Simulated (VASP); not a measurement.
# KF in VASP: single point with PBEsol

Aim: the single point of KF with PBEsol.

All numbers are computed with VASP 6.6.1; they aren't measurements. Logs are shortened: lines on timing, memory, paths and dates and some standing lists are left out, and cuts for length are marked.

**1. The cell of the first run**

The cell holds a slab with vacuum, 8 atoms: a = 3.752 Å, b = 3.752 Å, c = 20.959 Å, α = 90.00°, β = 90.00°, γ = 90.00°.

**2. Single point, PBEsol**

File INCAR:

```
  PREC = Accurate
  ENCUT = 520
  EDIFF = 1E-6
  ISMEAR = -1
  SIGMA = 0.05
  LREAL = False
  LASPH = True
  NELM = 120
  ALGO = Normal
  ISIF = 2
  LWAVE = False
  LCHARG = False
  GGA = PS
  NBANDS = 42
  GGA_COMPAT = False
  NELMDL = -8
```

File KPOINTS:

```
regular mesh
0
Gamma
  6 6 1
```

File POSCAR:

```
KF
1.0
    2.6529820000      2.6529820000      0.0000000000
   -2.6529820000      2.6529820000      0.0000000000
    0.0000000000      0.0000000000     20.9589460000
F K
4 4
Direct
    0.4991630000      0.4984090000      0.3114670000
    0.4996200000      0.4990180000      0.5634760000
    0.0002100000      0.9980610000      0.4354560000
    0.0002050000      0.9992860000      0.6872910000
    0.9995420000      0.9981690000      0.3102480000
    0.9997520000      0.9983790000      0.5624570000
    0.5006010000      0.4982540000      0.4362120000
    0.5000480000      0.4985030000      0.6887090000
```

Potentials or basis: VASP PAW PBE potentials, release 64 (F, K_sv).

Run with:

```
$ cat potpaw_PBE.64/F/POTCAR potpaw_PBE.64/K_sv/POTCAR > POTCAR
$ mpirun -np 1 vasp_std > vasp.out
```

OUTCAR:

```text
PREC = Accurate
   ENCUT = 520
   EDIFF = 1E-6
   ISMEAR = -1
   LREAL = False
   LASPH = True
   NELM = 120
   ISIF = 2
   GGA = PS
   NELMDL = -8

 ion  position               nearest neighbor table
   1  0.499  0.498  0.311-   7 2.61   5 2.65   5 2.65   5 2.65   5 2.65
   2  0.500  0.499  0.563-   8 2.62   6 2.65   6 2.65   6 2.65   6 2.66   7 2.67
   3  0.000  0.998  0.435-   5 2.62   7 2.65   7 2.65   7 2.65   7 2.65   6 2.66
   4  0.000  0.999  0.687-   6 2.62   8 2.65   8 2.65   8 2.65   8 2.66
   5  1.000  0.998  0.310-   3 2.62   1 2.65   1 2.65   1 2.65   1 2.65   7 3.74   7 3.74   7 3.74
                             7 3.74
   6  1.000  0.998  0.562-   4 2.62   2 2.65   2 2.65   2 2.65   2 2.66   3 2.66   7 3.75   7 3.75
                             8 3.75   8 3.75   8 3.75   8 3.75   7 3.75   7 3.75
   7  0.501  0.498  0.436-   1 2.61   3 2.65   3 2.65   3 2.65   3 2.65   2 2.67   5 3.74   5 3.74
                             5 3.74   5 3.74   6 3.75   6 3.75   6 3.75   6 3.75
   8  0.500  0.499  0.689-   2 2.62   4 2.65   4 2.65   4 2.65   4 2.66   6 3.75   6 3.75   6 3.75
                             6 3.75

  LATTYP: Found a simple tetragonal cell.
 ALAT       =     3.7518831251
 C/A-ratio  =     5.5862470394

  Lattice vectors:

 A1 = (   2.6529820000,   2.6529820000,   0.0000000000)
 A2 = (  -2.6529820000,   2.6529820000,   0.0000000000)
 A3 = (   0.0000000000,   0.0000000000,  20.9589460000)

Analysis of symmetry for initial positions (statically):
=====================================================================
 Subroutine PRICEL returns:
 Original cell was already a primitive cell.

 Routine SETGRP: Setting up the symmetry group for a
 simple tetragonal supercell.

 Subroutine GETGRP returns: Found  1 space group operations
 (whereof  1 operations were pure point group operations)
 out of a pool of 16 trial point group operations.

The static configuration has the point symmetry C_1 .

Analysis of symmetry for dynamics (positions and initial velocities):
=====================================================================
 Subroutine PRICEL returns:
 Original cell was already a primitive cell.

 Routine SETGRP: Setting up the symmetry group for a
 simple tetragonal supercell.

 Subroutine GETGRP returns: Found  1 space group operations
 (whereof  1 operations were pure point group operations)
 out of a pool of 16 trial point group operations.

The dynamic configuration has the point symmetry C_1 .

 Subroutine INISYM returns: Found  1 space group operations
 (whereof  1 operations are pure point group operations),
 and found     1 'primitive' translations

----------------------------------------------------------------------------------------

                                     Primitive cell

  volume of cell :     295.0313

  direct lattice vectors                    reciprocal lattice vectors
     2.652982000  2.652982000  0.000000000     0.188467166  0.188467166  0.000000000
    -2.652982000  2.652982000  0.000000000    -0.188467166  0.188467166  0.000000000
     0.000000000  0.000000000 20.958946000     0.000000000  0.000000000  0.047712323

  length of vectors
     3.751883125  3.751883125 20.958946000     0.266532823  0.266532823  0.047712323

  position of ions in fractional coordinates (direct lattice)
     0.499163000  0.498409000  0.311467000
     0.499620000  0.499018000  0.563476000
     0.000210000  0.998061000  0.435456000
     0.000205000  0.999286000  0.687291000
     0.999542000  0.998169000  0.310248000
     0.999752000  0.998379000  0.562457000
     0.500601000  0.498254000  0.436212000
     0.500048000  0.498503000  0.688709000

  ion indices of the primitive-cell ions
   primitive index   ion index
                 1           1
                 2           2
                 3           3
                 4           4
                 5           5
                 6           6
                 7           7
                 8           8

----------------------------------------------------------------------------------------

 KPOINTS: regular mesh

Automatic generation of k-mesh.
 Grid dimensions read from file:
 generate k-points for:    6    6    1

 Generating k-lattice:

  Cartesian coordinates                     Fractional coordinates (reciprocal lattice)
     0.031411194  0.031411194  0.000000000     0.166666667  0.000000000  0.000000000
    -0.031411194  0.031411194  0.000000000     0.000000000  0.166666667  0.000000000
     0.000000000  0.000000000  0.047712323     0.000000000  0.000000000  1.000000000

  Length of vectors
     0.044422137  0.044422137  0.047712323

  Shift w.r.t. Gamma in fractional coordinates (k-lattice)
     0.000000000  0.000000000  0.000000000

 Subroutine IBZKPT returns following result:
 ===========================================

 Found     20 irreducible k-points:

 Following reciprocal coordinates:
            Coordinates               Weight
  0.000000  0.000000  0.000000      1.000000
  0.166667  0.000000  0.000000      2.000000
  0.000000  0.166667  0.000000      2.000000
  0.333333  0.000000  0.000000      2.000000
  0.000000  0.333333  0.000000      2.000000
  0.500000  0.000000  0.000000      1.000000
[... 12 lines left out ...]
 -0.333333  0.500000  0.000000      2.000000
  0.500000  0.500000  0.000000      1.000000
   k-points           NKPTS =     20   k-points in BZ     NKDIM =     20   number of bands    NBANDS=     42
   number of dos      NEDOS =    301   number of ions     NIONS =      8
   total plane-waves  NPLWV = 125440
   dimension x,y,z NGX =    28 NGY =   28 NGZ =  160
   dimension x,y,z NGXF=    56 NGYF=   56 NGZF=  320
   ions per type =               4   4
   NGX,Y,Z   is equivalent  to a cutoff of  12.41, 12.41, 12.69 a.u.
   NGXF,Y,Z  is equivalent  to a cutoff of  24.81, 24.81, 25.38 a.u.
 SYSTEM =  unknown system
   PREC   = accura    normal or accurate (medium, high low for compatibility)
   ISTART =      0    job   : 0-new  1-cont  2-samecut
   ICHARG =      2    charge: 1-file 2-atom 10-const
   ISPIN  =      1    spin polarized calculation?
   LNONCOLLINEAR =      F non collinear calculations
   LSORBIT =      F    spin-orbit coupling
   LASPH  =      T    aspherical Exc in radial PAW
   ENCUT  =  520.0 eV  38.22 Ry    6.18 a.u.   6.98  6.98 38.97*2*pi/ulx,y,z
   NELM   =    120;   NELMIN=  2; NELMDL= -8     # of ELM steps
   EDIFF  = 0.1E-05   stopping-criterion for ELM
   LREAL  =      F    real-space projection
   EDIFFG = 0.1E-04   stopping-criterion for IOM
   NSW    =      0    number of steps for IOM
   IBRION =     -1    ionic relax: 0-MD 1-quasi-New 2-CG
   NFREE  =      0    steps in history (QN), initial steepest desc. (CG)
   ISIF   =      2    stress and relaxation
   ISYM   =      2    0-nonsym 1-usesym 2-fastsym
   POTIM  = 0.5000    time-step for ionic-motion
   TEBEG  =    0.0;   TEEND  =   0.0 temperature during run
   PSTRESS=    0.0 pullay stress
   NELECT =      64.0000    total number of electrons
   NUPDOWN=      -1.0000    fix difference up-down
   EMIN   =  10.00;   EMAX   =-10.00  energy-range for DOS
   EFERMI =   0.00;   METHOD = LEGACY
   ISMEAR =    -1;   SIGMA  =   0.05  broadening in eV -4-tet -1-fermi 0-gaus
   EFERMI_NEDOS =   21; number of points for ismear=-14 and -15
   IALGO  =     38    algorithm
   IMIX   =      4    mixing-type and parameters
     AMIX     =   0.40;   BMIX     =  1.00
     AMIX_MAG =   1.60;   BMIX_MAG =  1.00
  volume/ion in A,a.u.               =      36.88       248.87
  Fermi-wavevector in a.u.,A,eV,Ry     =   0.983661  1.858850 13.164848  0.967589
  Thomas-Fermi vector in A             =   2.114836
   LORBIT       =      0    0 simple, 1 ext, 2 COOP (PROOUT), +10 PAW based schemes
   GGA     = PS    functional components
   LHFCALC =     F    Hartree Fock is set to
   AEXX    =    0.0000 exact exchange contribution
   IVDW    =     0    specifies the selected vdW correction
   LEPSILON=     F    determine dielectric tensor
   LRPA    =     F    only Hartree local field effects (RPA)
 non-spin polarized calculation
  energy-cutoff  :      520.00
  volume of cell :      295.03
 maximum number of plane-waves:      7978
   NGX = 13   NGY = 13   NGZ = 77

 number of electron      63.9999958 magnetization

 Free energy of the ion-electron system (eV)
  ---------------------------------------------------
  ext. energy  EPLUGINS =         0.00000000
  ---------------------------------------------------
  free energy    TOTEN  =       -33.74309426 eV

  energy without entropy =      -33.74309426  energy(sigma->0) =      -33.74309426

 E-fermi :  -3.1955     XC(G=0):  -4.8000

 val. band max:       -4.3392011732   @ k =   0.0000   0.0000   0.0000
 cond. band min:       0.9997852666   @ k =   0.0000   0.0000   0.0000
 fundamental gap:      5.3389864399
 Fermi energy:        -3.1955216423

 k-point     1 :       0.0000    0.0000    0.0000
  band No.  band energies     occupation
      1     -30.6390      2.00000
      2     -30.6177      2.00000
      3     -30.3563      2.00000
      4     -30.2880      2.00000
      5     -23.1168      2.00000
      6     -23.0932      2.00000
[... 34 lines left out ...]
     41       4.6641      0.00000
     42       4.9914      0.00000

 k-point     2 :       0.1667    0.0000    0.0000
  band No.  band energies     occupation
      1     -30.6288      2.00000
      2     -30.6076      2.00000
      3     -30.3433      2.00000
      4     -30.2830      2.00000
      5     -23.1320      2.00000
      6     -23.1094      2.00000
[... 34 lines left out ...]
     41       5.0045      0.00000
     42       5.2376      0.00000

 k-point     3 :       0.0000    0.1667    0.0000
  band No.  band energies     occupation
      1     -30.6288      2.00000
      2     -30.6076      2.00000
      3     -30.3433      2.00000
      4     -30.2830      2.00000
      5     -23.1320      2.00000
      6     -23.1094      2.00000
[... 34 lines left out ...]
     41       5.0045      0.00000
     42       5.2376      0.00000

 k-point     4 :       0.3333    0.0000    0.0000
  band No.  band energies     occupation
      1     -30.6083      2.00000
      2     -30.5871      2.00000
      3     -30.3142      2.00000
      4     -30.2758      2.00000
      5     -23.1625      2.00000
      6     -23.1418      2.00000
[... 664 lines left out ...]
     41       5.5161      0.00000
     42       5.5178      0.00000

 k-point    19 :      -0.3333    0.5000    0.0000
  band No.  band energies     occupation
      1     -30.5788      2.00000
      2     -30.5576      2.00000
      3     -30.2754      2.00000
      4     -30.2564      2.00000
      5     -23.1394      2.00000
      6     -23.1197      2.00000
[... 34 lines left out ...]
     41       5.5152      0.00000
     42       5.5187      0.00000

 k-point    20 :       0.5000    0.5000    0.0000
  band No.  band energies     occupation
      1     -30.5723      2.00000
      2     -30.5511      2.00000
      3     -30.2687      2.00000
      4     -30.2497      2.00000
      5     -23.1263      2.00000
      6     -23.1066      2.00000
[... 34 lines left out ...]
     41       5.9727      0.00000
     42       5.9842      0.00000

------------------------ aborting loop because EDIFF is reached ----------------------------------------

  FORCE on cell =-STRESS in cart. coord.  units (eV):
  Direction    XX          YY          ZZ          XY          YZ          ZX
  --------------------------------------------------------------------------------------
  -------------------------------------------------------------------------------------
  Total       -0.8923953     -0.8923151      0.0152631      0.0000713     -0.0040518     -0.0009682
  in kB       -4.8461831     -4.8457475      0.0828867      0.0003875     -0.0220032     -0.0052581
  external PRESSURE =      -3.2030146 kB  Pullay stress =       0.0000000 kB

 VOLUME and BASIS-vectors are now :
 -----------------------------------------------------------------------------
  energy-cutoff  :      520.00
  volume of cell :      295.03
      direct lattice vectors                 reciprocal lattice vectors
     2.652982000  2.652982000  0.000000000     0.188467166  0.188467166  0.000000000
    -2.652982000  2.652982000  0.000000000    -0.188467166  0.188467166  0.000000000
     0.000000000  0.000000000 20.958946000     0.000000000  0.000000000  0.047712323

 POSITION                                       TOTAL-FORCE (eV/Angst)
 -----------------------------------------------------------------------------------
      0.00200      2.64654      6.52802         0.002926      0.000502     -0.013226
      0.00160      2.64937     11.80986         0.003975     -0.001991     -0.009067
     -2.64728      2.64839      9.12670         0.000142      0.001785     -0.006343
     -2.65054      2.65163     14.40489         0.002265     -0.003754      0.017529
      0.00364      5.29989      6.50247        -0.001591      0.000500     -0.018832
      0.00364      5.30101     11.78851        -0.002400      0.002994      0.001940
      0.00623      2.64994      9.14254        -0.002578     -0.003398      0.018007
      0.00410      2.64914     14.43461        -0.002739      0.003363      0.009994
 -----------------------------------------------------------------------------------
    total drift:                                0.000777     -0.001202      0.000181

  FREE ENERGIE OF THE ION-ELECTRON SYSTEM (eV)
  ---------------------------------------------------
  free  energy   TOTEN  =       -33.7430942571 eV

  energy  without entropy=      -33.7430942570  energy(sigma->0) =      -33.74309426
```

It took 5.3 min on 1 thread of Intel Xeon Platinum 8259CL at 2.50GHz (Skylake/Cascade Lake), shared host; peak memory 0.44 GiB.

Results:

| Property | Result |
| --- | --- |
| Free energy | -33.7431 eV |
| Largest force | 0.019 eV/Å |
| Band gap on the k mesh | 5.34 eV, direct |

Forces in eV/Å, atoms in the order of the input:
```
F    0.003  0.001 -0.013
F    0.004 -0.002 -0.009
F    0.000  0.002 -0.006
F    0.002 -0.004  0.018
K   -0.002  0.001 -0.019
K   -0.002  0.003  0.002
K   -0.003 -0.003  0.018
K   -0.003  0.003  0.010
```

Caveat: the PAW data sets were made with another functional, which shifts forces and pressure a little.
